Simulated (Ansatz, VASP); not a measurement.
# Si in VASP and in Ansatz

```
Si
1.0
     0.00000    5.43000    5.43000
     5.43000    0.00000    5.43000
     5.43000    5.43000    0.00000
Si
17
Direct
  0.00209 0.00208 0.00213
  0.12518 0.12537 0.12428
  0.00243 0.00242 0.49271
  0.12813 0.12811 0.62177
  0.00201 0.49394 0.00204
  0.12805 0.62192 0.12815
  0.99885 0.50037 0.50041
  0.12812 0.62202 0.62174
  0.49373 0.00207 0.00212
  0.62190 0.12804 0.12816
  0.50039 0.99881 0.50042
  0.62199 0.12811 0.62176
  0.50032 0.50031 0.99906
  0.62187 0.62192 0.12815
  0.50037 0.50037 0.50041
  0.62496 0.62492 0.62516
  0.87523 0.87547 0.87409
```

Alike in both runs: functional PBE; k mesh 2 × 2 × 2; occupations fermi-dirac, width 0.02 eV; no spin polarisation.

Ansatz relaxed the structure, and its values are those at the end. VASP's run is a single point on that final structure, the one shown.

|  | VASP | Ansatz |
| --- | --- | --- |
| version | VASP 6.6.1 | Ansatz 0.2.0 |
| potentials or method | VASP PAW PBE potentials, release 64 (Si), cutoff 520 eV | scalar-relativistic, plane waves, PAW |
| valence electrons in the cell | 68 | 68 |

```tsv
	VASP	Ansatz	Ansatz less VASP
rms of the force components (eV/Å)	0.011	0.011	0.0000
```

The k mesh is coarse, so the values compare programs but aren't converged.
